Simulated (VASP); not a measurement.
# C in VASP: notebook

Aim: see how the results for C move with the level of theory and the settings. Levels: PBE+D3(BJ), HSE06. Tasks: single point.

All numbers are computed with VASP 6.6.1; they aren't measurements. Logs are shortened: lines on timing, memory, paths and dates and some standing lists are left out, and cuts for length are marked.

### 1 The cell of the first run

The cell holds a slab with vacuum, 4 atoms: a = 2.485 Å, b = 2.470 Å, c = 32.744 Å, α = 90.00°, β = 90.00°, γ = 120.20°.

### 2 Single point, PBE+D3(BJ) (strain along x +0.008, then relaxed in part)

INCAR

```
SYSTEM = C
  ALGO = Normal
  DIPOL = 0.5 0.5 0.500
  EDIFF = 1E-7
  ENCUT = 520
  GGA = PE
  IDIPOL = 3
  ISIF = 2
  ISMEAR = 0
  IVDW = 12
  LASPH = .True.
  LCHARG = .False.
  LDIPOL = .True.
  LREAL = .False.
  LWAVE = .False.
  NBANDS = 16
  NELM = 60
  PREC = Accurate
  SIGMA = 0.1
```

KPOINTS

```
k-points
0
Gamma
  21 21 1
  0 0 0
```

POSCAR

```
C
1.0
    2.4850217277      0.0000000000      0.0000000000
   -1.2425108638      2.1350118504      0.0000000000
    0.0000000000      0.0000000000     32.7441727485
C
4
Direct
   -0.0009528020     -0.0019056040      0.4479735495
    0.6653475314      0.3306950629      0.4479598183
    0.0009528020      0.0019056040      0.5520264505
    0.3346524686      0.6693049371      0.5520401817
```

Potentials or basis: VASP PAW PBE potentials, release 64 (C).

Command:

```bash
cat potpaw_PBE.64/C/POTCAR > POTCAR
mpirun -np 1 vasp_std > vasp.out
```

OUTCAR:

```text
SYSTEM = C
   EDIFF = 1E-7
   ENCUT = 520
   GGA = PE
   ISIF = 2
   ISMEAR = 0
   IVDW = 12
   LASPH = .True.
   LREAL = .False.
   NELM = 60
   PREC = Accurate
 IVDW          = 12

 ion  position               nearest neighbor table
   1  0.999  0.998  0.448-   2 1.42   2 1.43   2 1.43
   2  0.665  0.331  0.448-   1 1.42   1 1.43   1 1.43
   3  0.001  0.002  0.552-   4 1.42   4 1.43   4 1.43
   4  0.335  0.669  0.552-   3 1.42   3 1.43   3 1.43

  Warning from LATTYP: Monoclinic adjustment (A1->A3, A2->A1, A3->A2)!
  LATTYP: Found a base centered orthorhombic cell.
 ALAT       =     2.4850217277
 B/A-ratio  =     1.7183043726
 C/A-ratio  =    13.1766142660

  Lattice vectors:

 A1 = (   1.2425108638,  -2.1350118504,   0.0000000000)
 A2 = (   1.2425108639,   2.1350118504,   0.0000000000)
 A3 = (   0.0000000000,   0.0000000000,  32.7441727485)

Analysis of symmetry for initial positions (statically):
=====================================================================
 Subroutine PRICEL returns:
 Original cell was already a primitive cell.

 Routine SETGRP: Setting up the symmetry group for a
 base centered orthorhombic supercell.

 Subroutine GETGRP returns: Found  4 space group operations
 (whereof  4 operations were pure point group operations)
 out of a pool of  8 trial point group operations.

The static configuration has the point symmetry C_2h.

Analysis of symmetry for dynamics (positions and initial velocities):
=====================================================================
 Subroutine PRICEL returns:
 Original cell was already a primitive cell.

 Routine SETGRP: Setting up the symmetry group for a
 base centered orthorhombic supercell.

 Subroutine GETGRP returns: Found  4 space group operations
 (whereof  4 operations were pure point group operations)
 out of a pool of  8 trial point group operations.

The dynamic configuration has the point symmetry C_2h.

 Subroutine INISYM returns: Found  4 space group operations
 (whereof  4 operations are pure point group operations),
 and found     1 'primitive' translations

----------------------------------------------------------------------------------------

                                     Primitive cell

  volume of cell :     173.7259

  direct lattice vectors                    reciprocal lattice vectors
     2.485021728  0.000000000  0.000000000     0.402410968  0.234190738  0.000000000
    -1.242510864  2.135011850  0.000000000     0.000000000  0.468381475  0.000000000
     0.000000000  0.000000000 32.744172748     0.000000000  0.000000000  0.030539785

[... 97 lines left out ...]
   PSTRESS=    0.0 pullay stress
   NELECT =      16.0000    total number of electrons
   NUPDOWN=      -1.0000    fix difference up-down
   EMIN   =  10.00;   EMAX   =-10.00  energy-range for DOS
   EFERMI =   0.00;   METHOD = LEGACY
   ISMEAR =     0;   SIGMA  =   0.10  broadening in eV -4-tet -1-fermi 0-gaus
   EFERMI_NEDOS =   21; number of points for ismear=-14 and -15
   IALGO  =     38    algorithm
   IMIX   =      4    mixing-type and parameters
     AMIX     =   0.40;   BMIX     =  1.00
     AMIX_MAG =   1.60;   BMIX_MAG =  1.00
  volume/ion in A,a.u.               =      43.43       293.09
  Fermi-wavevector in a.u.,A,eV,Ry     =   0.739310  1.397094  7.436665  0.546579
  Thomas-Fermi vector in A             =   1.833442
   LORBIT       =      0    0 simple, 1 ext, 2 COOP (PROOUT), +10 PAW based schemes
   GGA     = PE    functional components
   LHFCALC =     F    Hartree Fock is set to
   AEXX    =    0.0000 exact exchange contribution
   IVDW    =    12    specifies the selected vdW correction
   LEPSILON=     F    determine dielectric tensor
   LRPA    =     F    only Hartree local field effects (RPA)
 non-spin polarized calculation
 Gauss-broadening in eV      SIGMA  =   0.10
  energy-cutoff  :      520.00
  volume of cell :      173.73
 maximum number of plane-waves:      4734
   NGX =  9   NGY =  9   NGZ =121

 number of electron      15.9999993 magnetization

 dipolmoment           0.000000      0.000000     -0.000000 electrons x Angstroem

 Free energy of the ion-electron system (eV)
  ---------------------------------------------------
  ext. energy  EPLUGINS =         0.00000000
  ---------------------------------------------------
  free energy    TOTEN  =       -36.87575789 eV

  energy without entropy =      -36.87524615  energy(sigma->0) =      -36.87550202

 E-fermi :  -2.4782     XC(G=0):  -2.3895

 val. band max:       -2.4788096959   @ k =   0.3333   0.3333   0.0000
 cond. band min:      -2.4775102400   @ k =   0.3333   0.3333   0.0000
 fundamental gap:      0.0012994560
 Fermi energy:        -2.4781595460

 k-point     1 :       0.0000    0.0000    0.0000
  band No.  band energies     occupation
      1     -21.9647      2.00000
      2     -21.8306      2.00000
      3     -10.4511      2.00000
      4      -9.5472      2.00000
      5      -5.5532      2.00000
      6      -5.5449      2.00000
[... 433 lines left out ...]
      3     -13.8839      2.00000
      4     -13.8136      2.00000
      5      -8.7923      2.00000
      6      -8.7664      2.00000
[... 8 lines left out ...]
     15       7.2472      0.00000
     16       7.5025      0.00000

 [... further k-points ...]

------------------------ aborting loop because EDIFF is reached ----------------------------------------

 vacuum level on the upper side and lower side of the slab       (xc-potential included)        -0.010        -0.010

 Edisp (eV)   -0.47272

 E8    (eV) :    -0.1414

  FORCE on cell =-STRESS in cart. coord.  units (eV):
  Direction    XX          YY          ZZ          XY          YZ          ZX
  --------------------------------------------------------------------------------------
  -------------------------------------------------------------------------------------
  Total      -1.72321    -0.20938    -0.02097    -0.00000     0.00023     0.00000
  in kB     -15.89225    -1.93096    -0.19335    -0.00000     0.00209     0.00000
  external pressure =       -6.01 kB  Pullay stress =        0.00 kB

 VOLUME and BASIS-vectors are now :
 -----------------------------------------------------------------------------
  energy-cutoff  :      520.00
  volume of cell :      173.73
      direct lattice vectors                 reciprocal lattice vectors
     2.485021728  0.000000000  0.000000000     0.402410968  0.234190738  0.000000000
    -1.242510864  2.135011850  0.000000000     0.000000000  0.468381475  0.000000000
     0.000000000  0.000000000 32.744172748     0.000000000  0.000000000  0.030539785

 POSITION                                       TOTAL-FORCE (eV/Angst)
 -----------------------------------------------------------------------------------
      1.24251      2.13094     14.66852         0.000000      0.001263     -0.000382
      1.24251      0.70604     14.66807        -0.000000     -0.001579      0.000280
      0.00000      0.00407     18.07565        -0.000000     -0.001263      0.000382
      0.00000      1.42897     18.07610         0.000000      0.001579     -0.000280
 -----------------------------------------------------------------------------------
    total drift:                                0.000000      0.000000      0.000000

  FREE ENERGIE OF THE ION-ELECTRON SYSTEM (eV)
  ---------------------------------------------------
  free  energy   TOTEN  =       -37.3484788222 eV

  energy  without entropy=      -37.3479670787  energy(sigma->0) =      -37.34822295

 vacuum level on the upper side and lower side of the slab         1.815         1.815
```

stdout:

```text
POSCAR found type information on POSCAR C
 POSCAR found :  1 types and       4 ions
 scaLAPACK will be used
 LDA part: xc-table for (Slater+PW92), standard interpolation
 POSCAR, INCAR and KPOINTS ok, starting setup
 FFT: planning ... GRIDC
 FFT: planning ... GRID_SOFT
 FFT: planning ... GRID
 WAVECAR not read
 entering main loop
```

Wall time 10 min (1 thread of Intel Xeon Platinum 8488C (Sapphire Rapids), shared host); peak memory 0.43 GiB.

Results:

| Quantity | Value |
| --- | --- |
| Free energy | -37.3485 eV |
| Band gap on the k mesh | zero (filled and empty bands touch) |
| Dispersion energy per atom | -0.118 eV |

Levels at points of the mesh, in eV from the Fermi level:
```csv
k point,band 5,band 6,band 7,band 8,band 9,band 10,band 11,band 12
"(0.00, 0.00, 0.00)",-3.08,-3.07,-3.00,-2.99,3.46,3.82,4.34,4.61
```

Caveat: the cell differs from its parent crystal (strain along x +0.008, then relaxed in part).

### 3 Single point, HSE06

This run uses another cell than the first one.

POSCAR

```
C
1.0
    2.4652993205      0.0000000000      0.0000000000
   -1.2326496602      2.1350118395      0.0000000000
    0.0000000000      0.0000000000     32.7441729557
C
4
Direct
    0.0000000000      0.0000000000      0.4480190564
    0.6666666667      0.3333333333      0.4480059360
    0.0000000000      0.0000000000      0.5519809436
    0.3333333333      0.6666666667      0.5519940640
```

INCAR.step1

```
SYSTEM = C
PREC = Accurate
ENCUT = 520
EDIFF = 1E-5
ISMEAR = 0
SIGMA = 0.1
LREAL = .False.
LASPH = .True.
NELM = 60
ALGO = Normal
ISIF = 2
LWAVE = .True.
LCHARG = .False.
LDIPOL = .True.
IDIPOL = 3
DIPOL = 0.5 0.5 0.500
GGA = PE
NBANDS = 16
LUSENCCL = .False.
```

INCAR.step2

```
SYSTEM = C
PREC = Accurate
ENCUT = 520
EDIFF = 1E-6
ISMEAR = 0
SIGMA = 0.1
LREAL = .False.
LASPH = .True.
NELM = 60
ALGO = Normal
ISIF = 2
LWAVE = .False.
LCHARG = .False.
LDIPOL = .True.
IDIPOL = 3
DIPOL = 0.5 0.5 0.500
GGA = PE
LHFCALC = .True.
HFSCREEN = 0.2079
PRECFOCK = Normal
ISTART = 1
NBANDS = 16
LUSENCCL = .False.
```

KPOINTS

```
regular mesh
0
Gamma
  9 9 1
  0 0 0
```

Potentials or basis: VASP PAW PBE potentials, release 64 (C).

Command:

```bash
cat potpaw_PBE.64/C/POTCAR > POTCAR
cp INCAR.step1 INCAR
mpirun -np 1 vasp_std > vasp.out
cp INCAR.step2 INCAR
mpirun -np 1 vasp_std > vasp.out
```

OUTCAR:

```text
SYSTEM = C
   PREC = Accurate
   ENCUT = 520
   EDIFF = 1E-6
   ISMEAR = 0
   LREAL = .False.
   LASPH = .True.
   NELM = 60
   ISIF = 2
   GGA = PE
   LHFCALC = .True.
   HFSCREEN = 0.2079
   PRECFOCK = Normal
   ISTART = 1

 ion  position               nearest neighbor table
   1  0.000  0.000  0.448-   2 1.42   2 1.42   2 1.42
   2  0.667  0.333  0.448-   1 1.42   1 1.42   1 1.42
   3  0.000  0.000  0.552-   4 1.42   4 1.42   4 1.42
   4  0.333  0.667  0.552-   3 1.42   3 1.42   3 1.42

  LATTYP: Found a hexagonal cell.
 ALAT       =     2.4652993205
 C/A-ratio  =    13.2820273317

  Lattice vectors:

 A1 = (   2.4652993205,   0.0000000000,   0.0000000000)
 A2 = (  -1.2326496602,   2.1350118395,   0.0000000000)
 A3 = (   0.0000000000,   0.0000000000,  32.7441729557)

Analysis of symmetry for initial positions (statically):
[... 177 lines left out ...]
 cond. band min:      -2.1041373249   @ k =   0.3333   0.3333   0.0000
 fundamental gap:      0.3899459773
 Fermi energy:        -2.4940832832

 k-point     1 :       0.0000    0.0000    0.0000
  band No.  band energies     occupation
      1     -24.6178      2.00000
      2     -24.4759      2.00000
      3     -11.8301      2.00000
      4     -10.8400      2.00000
      5      -6.4962      2.00000
      6      -6.4962      2.00000
[... 205 lines left out ...]
      3     -16.9973      2.00000
      4     -16.9541      2.00000
      5     -14.5899      2.00000
      6     -14.5899      2.00000
[... 8 lines left out ...]
     15      11.1452      0.00000
     16      11.9575      0.00000

------------------------ aborting loop because EDIFF is reached ----------------------------------------

 vacuum level on the upper side and lower side of the slab       (xc-potential included)        -0.000        -0.000

  FORCE on cell =-STRESS in cart. coord.  units (eV):
  Direction    XX          YY          ZZ          XY          YZ          ZX
  --------------------------------------------------------------------------------------
  -------------------------------------------------------------------------------------
  Total       -1.5773532     -1.5773532      0.1929327     -0.0000000     -0.0000000      0.0000000
  in kB      -14.6634299    -14.6634299      1.7935454     -0.0000000     -0.0000000      0.0000000
  external PRESSURE =      -9.1777715 kB  Pullay stress =       0.0000000 kB

 VOLUME and BASIS-vectors are now :
 -----------------------------------------------------------------------------
  energy-cutoff  :      520.00
  volume of cell :      172.35
      direct lattice vectors                 reciprocal lattice vectors
     2.465299320  0.000000000  0.000000000     0.405630258  0.234190739 -0.000000000
    -1.232649660  2.135011840  0.000000000     0.000000000  0.468381478  0.000000000
     0.000000000  0.000000000 32.744172956     0.000000000 -0.000000000  0.030539785

 POSITION                                       TOTAL-FORCE (eV/Angst)
 -----------------------------------------------------------------------------------
      0.00000      0.00000     14.67001         0.000000     -0.000000     -0.021806
      1.23265      0.71167     14.66958        -0.000000      0.000000     -0.043864
      0.00000      0.00000     18.07416         0.000000      0.000000      0.021806
     -0.00000      1.42334     18.07459         0.000000     -0.000000      0.043864
 -----------------------------------------------------------------------------------
    total drift:                                0.000000     -0.000000     -0.000000

  FREE ENERGIE OF THE ION-ELECTRON SYSTEM (eV)
  ---------------------------------------------------
  free  energy   TOTEN  =       -42.2943986851 eV

  energy  without entropy=      -42.2916125586  energy(sigma->0) =      -42.29300562

 vacuum level on the upper side and lower side of the slab         1.837         1.837
```

OSZICAR.step1:

```text
N       E                     dE             d eps       ncg     rms          rms(c)
DAV:   1     0.111768613566E+03    0.11177E+03   -0.62353E+03   416   0.743E+02
DAV:   2    -0.263178897646E+02   -0.13809E+03   -0.12132E+03   608   0.165E+02
DAV:   3    -0.390395551333E+02   -0.12722E+02   -0.12624E+02   504   0.602E+01
DAV:   4    -0.393141272547E+02   -0.27457E+00   -0.27338E+00   536   0.111E+01
DAV:   5    -0.393221672674E+02   -0.80400E-02   -0.80317E-02   488   0.177E+00    0.894E+00
DAV:   6    -0.375064042718E+02    0.18158E+01   -0.14184E+00   512   0.687E+00    0.523E+00
DAV:   7    -0.368678452284E+02    0.63856E+00   -0.19954E+00   568   0.804E+00    0.137E+00
DAV:   8    -0.368628518208E+02    0.49934E-02   -0.97886E-02   528   0.169E+00    0.194E-01
DAV:   9    -0.368625675923E+02    0.28423E-03   -0.31772E-03   512   0.345E-01    0.945E-02
DAV:  10    -0.368599814151E+02    0.25862E-02   -0.19870E-03   528   0.225E-01    0.591E-02
DAV:  11    -0.368598037752E+02    0.17764E-03   -0.23208E-04   544   0.907E-02    0.337E-02
DAV:  12    -0.368602973833E+02   -0.49361E-03   -0.39675E-04   480   0.101E-01    0.180E-02
DAV:  13    -0.368608220835E+02   -0.52470E-03   -0.68718E-05   440   0.422E-02    0.112E-02
DAV:  14    -0.368610994850E+02   -0.27740E-03   -0.82350E-06   416   0.161E-02    0.599E-03
DAV:  15    -0.368614036856E+02   -0.30420E-03   -0.18134E-05   440   0.154E-02    0.263E-03
DAV:  16    -0.368614763531E+02   -0.72668E-04   -0.29504E-06   384   0.702E-03    0.248E-03
DAV:  17    -0.368614979057E+02   -0.21553E-04   -0.10041E-06   360   0.417E-03    0.135E-03
DAV:  18    -0.368615053258E+02   -0.74200E-05   -0.29008E-07   368   0.201E-03
   1 F= -.36861505E+02 E0= -.36860112E+02  d E =-.278634E-02
```

It took 23 min on 1 × NVIDIA H100 80GB with 1 thread of AMD EPYC 7R13 (Zen 3), shared host; peak memory 1.3 GiB.

What came out:

```yaml
Free_energy: -42.2944 eV
Largest_force: 0.044 eV/Å
Band_gap_on_the_k_mesh: zero (filled and empty bands touch)
```

Forces in eV/Å, atoms in the order of the input:
```
C    0.000  0.000 -0.022
C    0.000  0.000 -0.044
C    0.000  0.000  0.022
C    0.000  0.000  0.044
```

Caveat: the PAW data sets were made with another functional, which shifts forces and pressure a little.
